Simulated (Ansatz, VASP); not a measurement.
## One calculation of PbS, two programs

```
Pb S
1.0
     0.00000    2.96575    2.96575
     2.96575    0.00000    2.96575
     2.96575    2.96575    0.00000
Pb S
1 1
Direct
  0.00000 0.00000 0.00000
  0.50000 0.50000 0.50000
```

Alike in both runs: functional PBEsol-based global hybrid; k mesh 4 × 4 × 4; occupations fermi-dirac, width 0.05 eV; no spin polarisation.

|  | VASP | Ansatz |
| --- | --- | --- |
| version | VASP 6.6.1 | Ansatz 0.2.0 |
| potentials or method | VASP PAW PBE potentials, release 64 (Pb_d, S) | Ansatz PAW |
| plane-wave cutoff (eV) | 520 | 420 |
| valence electrons in the cell | 20 | 20 |
| task | single point | band structure |

VASP gave:

```
gap on the k mesh at the Fermi level (eV) : 1.38
least direct gap on the mesh (eV)         : 1.38
pressure (GPa)                            : -1.1
```

Problem. Estimate Ansatz's values.

Solution. gap on the k mesh at the Fermi level (eV): 1.32; least direct gap on the mesh (eV): 1.32; pressure (GPa): -0.9.

VASP's potentials were made for PBE, not for PBEsol-based global hybrid. The functional is the same, so the differences come from potentials, cutoffs and numerics.

The k mesh is coarse, so the values compare programs but aren't converged. Spin-orbit coupling is off throughout.
